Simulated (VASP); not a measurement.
Wanted: the native input for a VASP 6.6.1 run.

| Quantity | Value |
| --- | --- |
| Task | electric field gradients |
| Functional | PBEsol |
| Potentials or basis | VASP PAW PBE potentials, release 64 (Ti_sv, B) |
| Cutoff | 520 eV |
| k mesh | 14 × 14 × 11 |
| Occupations | fermi-dirac, width 0.03 eV |
| Spin | no spin polarisation |
| Dipole correction | no |
| Further INCAR settings | ALGO = Normal; EDIFF = 1e-08; NBANDS = 16 |

The structure of TiB2 lies in POSCAR:

```
TiB2
1.0
    3.0291982016      0.0302919820      0.0302919820
   -1.4883654748      2.6082166047      0.0110876350
    0.0322840000      0.0322840000      3.2284000000
Ti B
1 2
Direct
    0.0000000000      0.0000000000      0.0000000000
    0.3333333333      0.6666666667      0.5000000000
    0.6666666667      0.3333333333      0.5000000000
```

This cell differs from its parent crystal: equal xy, yz and zx shear strains of +2 %.

These files were run (other wordings do the same):

INCAR

```
  ALGO = Normal
  EDIFF = 1E-8
  ENCUT = 520
  GGA = PS
  ISIF = 2
  ISMEAR = -1
  LASPH = T
  LCHARG = F
  LEFG = T
  LREAL = F
  LWAVE = F
  NBANDS = 16
  NELM = 100
  PREC = Accurate
  SIGMA = 0.03
```

KPOINTS

```
k-points
0
Gamma
  14 14 11
```

Potentials or basis: VASP PAW PBE potentials, release 64 (Ti_sv, B).

Command:

```console
$ cat potpaw_PBE.64/Ti_sv/POTCAR potpaw_PBE.64/B/POTCAR > POTCAR
$ mpirun -np 1 vasp_std > vasp.out
```

It gave:

- Pressure: -4.5 GPa
- Largest force: 0.070 eV/Å
- Band gap on the k mesh: zero (band 9 reaches 10.29 eV, above the bottom of band 10 at 9.70 eV)

Caveat: the cell differs from its parent crystal (equal xy, yz and zx shear strains of +2 %); without QUAD_EFG the Cq values of the log hold for a quadrupole moment of 1 mb, not for the nuclei; the PAW data sets were made with another functional, which shifts forces and pressure a little.

It took 3.3 min on 1 thread of Intel(R) Xeon(R) Platinum 8375C CPU @ 2.90GHz (Ice Lake), on a shared host, peak memory 0.51 GiB.
